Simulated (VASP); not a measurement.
A run of VASP 6.6.1:

The input POSCAR:

```
Al
1.0
    2.8124550000      0.0000000000      0.0000000000
   -1.4062275000      2.4356574770      0.0000000000
    0.0000000000      0.0000000000      4.8668500000
Al
2
Direct
    0.6666670000      0.3333330000      0.7500000000
    0.3333330000      0.6666670000      0.2500000000
```

File INCAR.step1:

```
  PREC = Accurate
  ENCUT = 600
  ISMEAR = 1
  SIGMA = 0.15
  LREAL = False
  LASPH = True
  NELM = 60
  GGA = PE
  ALGO = Normal
  EDIFF = 1E-4
  LWAVE = True
  LCHARG = False
```

The input INCAR.step2:

```
  PREC = Accurate
  ENCUT = 600
  EDIFF = 1E-6
  ISMEAR = 1
  SIGMA = 0.15
  LREAL = False
  LASPH = True
  NELM = 60
  ALGO = Normal
  ISIF = 3
  LWAVE = False
  LCHARG = False
  METAGGA = R2SCAN
  LMIXTAU = True
  IBRION = 2
  NSW = 80
  EDIFFG = -0.01
  PSTRESS = 100.0
  ISTART = 1
```

Contents of KPOINTS:

```
Automatic mesh
0
Gamma
  14 14 7
```

Potentials or basis: VASP PAW PBE potentials, release 64 (Al).

Launch:

```console
$ cat potpaw_PBE.64/Al/POTCAR > POTCAR
$ cp INCAR.step1 INCAR
$ mpirun -np 1 vasp_std > vasp.out
$ cp INCAR.step2 INCAR
$ mpirun -np 1 vasp_std > vasp.out
```

Hardware: 1 thread of Intel(R) Xeon(R) Platinum 8488C (Sapphire Rapids), on a shared host.

Estimate the wall time of this run.

Run time: 4.8 min on 1 thread of Intel(R) Xeon(R) Platinum 8488C (Sapphire Rapids), with other jobs on the host, peak memory 0.18 GiB. Counts: k points 96, ion steps 8.
